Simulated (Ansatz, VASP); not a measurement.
# Si5C3 in VASP and in Ansatz

Contents of INCAR:

```
SYSTEM = Si5C3
ALGO = Fast
EDIFF = 1E-6
ENCUT = 520
GGA = PE
ISIF = 2
ISMEAR = 0
LASPH = .True.
LCHARG = .False.
LREAL = Auto
LWAVE = .False.
NBANDS = 46
NELM = 100
PREC = Accurate
SIGMA = 0.1
```

The input KPOINTS:

```
k-points
0
Gamma
  6 6 6
  0 0 0
```

The input POSCAR:

```
Si5C3
1.0
   -5.2607820000      5.2607650000     -1.1828200000
   -3.9967490000      0.0812130000      4.1064810000
   -0.0811840000      3.9967620000      4.1065100000
C Si
6 10
Direct
    0.4482315126      0.0056368876      0.0063385997
    0.4482246454      0.5056650959      0.5063679888
    0.3940114391      0.8496911408      0.3503717949
    0.3762053324      0.3846504533      0.3853491465
    0.3762023126      0.8846274979      0.8853251715
    0.3940098207      0.3496745592      0.8503902119
    0.0810836972      0.9425173599      0.9432258766
    0.1153293883      0.4804901553      0.9814779148
    0.1153321683      0.9807927417      0.4811725871
    0.4852863603      0.5016977291      0.0024102936
    0.4852877172      0.0017099039      0.5023974789
    0.0811158054      0.4426299746      0.4433448580
    0.8468861500      0.9209975295      0.4215256244
    0.7448724078      0.4106720729      0.4113942014
    0.7448855053      0.9105952098      0.9113269457
    0.8468870869      0.4209203708      0.9215968091
```

Input for Ansatz:

```yaml
crystal:
  lattice:
    - [-5.260782, 5.260765, -1.18282]
    - [-3.996749, 0.081213, 4.106481]
    - [-0.081184, 3.996762, 4.10651]
  atoms:
    - { symbol: C, position: [0.4482315126, 0.0056368876, 0.0063385997] }
    - { symbol: C, position: [0.4482246454, 0.5056650959, 0.5063679888] }
    - { symbol: C, position: [0.3940114391, 0.8496911408, 0.3503717949] }
    - { symbol: C, position: [0.3762053324, 0.3846504533, 0.3853491465] }
    - { symbol: C, position: [0.3762023126, 0.8846274979, 0.8853251715] }
    - { symbol: C, position: [0.3940098207, 0.3496745592, 0.8503902119] }
    - { symbol: Si, position: [0.0810836972, 0.9425173599, 0.9432258766] }
    - { symbol: Si, position: [0.1153293883, 0.4804901553, 0.9814779148] }
    - { symbol: Si, position: [0.1153321683, 0.9807927417, 0.4811725871] }
    - { symbol: Si, position: [0.4852863603, 0.5016977291, 0.0024102936] }
    - { symbol: Si, position: [0.4852877172, 0.0017099039, 0.5023974789] }
    - { symbol: Si, position: [0.0811158054, 0.4426299746, 0.443344858] }
    - { symbol: Si, position: [0.84688615, 0.9209975295, 0.4215256244] }
    - { symbol: Si, position: [0.7448724078, 0.4106720729, 0.4113942014] }
    - { symbol: Si, position: [0.7448855053, 0.9105952098, 0.9113269457] }
    - { symbol: Si, position: [0.8468870869, 0.4209203708, 0.9215968091] }
basis:
  ecutwfc: 420
kpoints:
  mp_grid: { grid: [6, 6, 6] }
hamiltonian:
  xc: pbe
scf:
  occupations: { method: gaussian, width: 0.1 }
  n_extra_bands: 8
output:
  forces: true
  stress: true
  eigenvalues: true
  populations: true
  dos:
    method: { smearing: { sigma: 0.1, scheme: gaussian } }
    projected: true
    de: 0.02
  write_density: true
  write_potential: true
  elf: true
  volumetric_format: npy
```

Alike in both runs: task single point; functional PBE; k mesh 6 × 6 × 6; occupations gaussian, width 0.1 eV; no spin polarisation.

|  | VASP | Ansatz |
| --- | --- | --- |
| version | VASP 6.6.1 | Ansatz 0.2.0 |
| potentials or method | VASP PAW PBE potentials, release 64 (C, Si), cutoff 520 eV | scalar-relativistic, plane waves, PAW |
| valence electrons in the cell | 64 | 64 |

|  | VASP | Ansatz | Ansatz less VASP |
| --- | --- | --- | --- |
| gap on the k mesh at the Fermi level (eV) | none | none | - |
| pressure (GPa) | 0.2 | 0.2 | +0.02 |
| traceless stress, the component that is largest in VASP (GPa) | -1.04 | -1.02 | +0.020 |
| rms of the force components (eV/Å) | 0.083 | 0.083 | +0.0008 |

Atom by atom the forces differ by 0.006 eV/Å (rms over components). A gap of «none» marks a metal or a gap that the smearing closes. The functional is the same, so the differences come from potentials, cutoffs and numerics.
